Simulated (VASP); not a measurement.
A run of VASP 6.6.1 is set up as follows.

Contents of INCAR:

```
PREC = Accurate ; ENCUT = 520
EDIFF = 1E-6 ; ISMEAR = 0
SIGMA = 0.15 ; LREAL = F
LASPH = T ; NELM = 100
ALGO = Fast ; ISIF = 2
LWAVE = F ; LCHARG = F
GGA = PS ; NBANDS = 36
```

KPOINTS

```
regular mesh
0
Gamma
  16 16 4
```

POSCAR

```
Sn
1.0
   -1.7265390000      1.7755470000     -2.3383420000
   -1.7265390000     -1.7755470000      2.3383420000
    0.0000000000     15.4318229064      8.3051198621
Sn
4
Direct
    0.1403537574     -0.1403537574      0.5717543817
    0.2700505368      0.7299494632      0.0816791974
    0.5601516103      0.4398483897      0.2450375922
    0.8502526839      0.1497473161      0.4083959869
```

Potentials or basis: VASP PAW PBE potentials, release 64 (Sn_d).

Run with:

```bash
$ cat potpaw_PBE.64/Sn_d/POTCAR > POTCAR
$ mpirun -np 1 vasp_std > vasp.out
```

What does it give for the largest force?

0.388 eV/Å.

Predict the band gap on the k mesh.

zero (bands 28 and 29 overlap by 5.04 eV).

Forces in eV/Å, atoms in the order of the input:
```
Sn   0.000 -0.314 -0.228
Sn   0.000  0.314  0.228
Sn   0.000 -0.183 -0.153
Sn   0.000  0.183  0.153
```

Caveat: the cell differs from its parent crystal (the distance across one plane changed); the PAW data sets were made with another functional, which shifts forces and pressure a little; spin-orbit coupling is left out, which moves the levels of the heavy elements.
